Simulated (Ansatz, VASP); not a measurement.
**CrO2: VASP beside Ansatz**

```
Cr O
1.0
     4.42100    0.00000    0.00000
     0.00000    4.42100    0.00000
     0.00000    0.00000    2.91700
Cr O
2 4
Direct
  0.00000 0.00000 0.00000
  0.50000 0.50000 0.50000
  0.30100 0.30100 0.00000
  0.19900 0.80100 0.50000
  0.69900 0.69900 0.00000
  0.80100 0.19900 0.50000
```

Alike in both runs: task single point; functional PBE; k mesh 6 × 6 × 9; collinear spin; Hubbard terms Cr d U = 6.0 eV.

|  | VASP | Ansatz |
| --- | --- | --- |
| version | VASP 6.6.1 | Ansatz 0.2.0 |
| potentials or method | VASP PAW PBE potentials, release 64 (Cr_pv, O), cutoff 520 eV | plane waves, PAW |
| occupations | methfessel-paxton of order 1, width 0.15 eV | cold, width 0.15 eV |
| valence electrons in the cell | 48 | 52 |

VASP gave:

- gap on the k mesh at the Fermi level (eV): none
- net moment per atom (μB): 0.67
- size of the moment on the site where the two differ most (μB): 2.52

Task: What did Ansatz give for the same quantities?

Result: gap on the k mesh at the Fermi level (eV): none; net moment per atom (μB): 0.67; size of the moment on the site where the two differ most (μB): 2.17.

Site moments also hang on the region over which each program counts them. The programs project onto different local orbitals, so the same U acts differently, and such runs can settle in different states. A gap of «none» marks a metal or a gap that the smearing closes. VASP's potentials hold 48 valence electrons a cell and Ansatz's 52, so a difference there can come from the potentials and not from the codes. Ansatz's warnings: filled band counts differ across k points, stability check not made.
